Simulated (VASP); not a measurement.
PCS4:

```
P C S
1.0
     4.07774    0.00000    0.00000
    -2.03887    3.53143    0.00000
     0.00000    0.00000    8.46264
P C S
1 1 4
Direct
  0.00000 0.00000 0.50000
  0.00000 0.00000 0.00000
  0.00000 0.00000 0.26544
  0.00000 0.00000 0.73456
  0.33333 0.66667 0.00000
  0.66667 0.33333 0.00000
```

The cell was built from a structure type or drawn by symmetry, and may not be a known phase.

* Program: VASP 6.6.1
* Task: relaxation of cell and atoms
* Functional: PBE
* Dispersion: D3(BJ)
* Potentials or basis: VASP PAW PBE potentials, release 64 (P, C, S)
* Cutoff: 600 eV
* k mesh: 12 × 12 × 6
* Occupations: gaussian, width 0.1 eV
* Spin: no spin polarisation

At the start: pressure 0.2 GPa; volume 20.31 Å³/atom.

Task: How do energy, volume and symmetry change on relaxing?

Result: Over 11 steps the energy falls by 2.1 meV/atom and the volume is 20.62 Å³/atom (+1.5 %); space group P6/mmm (No. 191, to 0.1 Å) before and after.

The path:
```tsv
step	energy change (eV)	largest force (eV/Å)	pressure (GPa)	volume (Å³)
1	0.0000	0.1895	0.21	121.86
2	-0.0052	0.2554	0.73	122.33
3	-0.0062	0.1209	0.57	122.20
4	-0.0094	0.0657	-0.01	123.57
5	-0.0095	0.0559	-0.12	123.83
6	-0.0102	0.0631	-0.08	123.80
7	-0.0115	0.0861	0.01	123.72
8	-0.0114	0.1315	0.24	123.53
9	-0.0119	0.1104	0.13	123.63
10	-0.0123	0.0760	0.07	123.67
11	-0.0125	0.0083	-0.05	123.74
```

Final structure:
```
P C S
1.0
     4.14655    0.00000    0.00000
    -2.07327    3.59102    0.00000
     0.00000    0.00000    8.31027
P C S
1 1 4
Direct
  0.00000 0.00000 0.50000
  0.00000 0.00000 0.00000
  0.00000 0.00000 0.26230
  0.00000 0.00000 0.73770
  0.33333 0.66667 0.00000
  0.66667 0.33333 0.00000
```
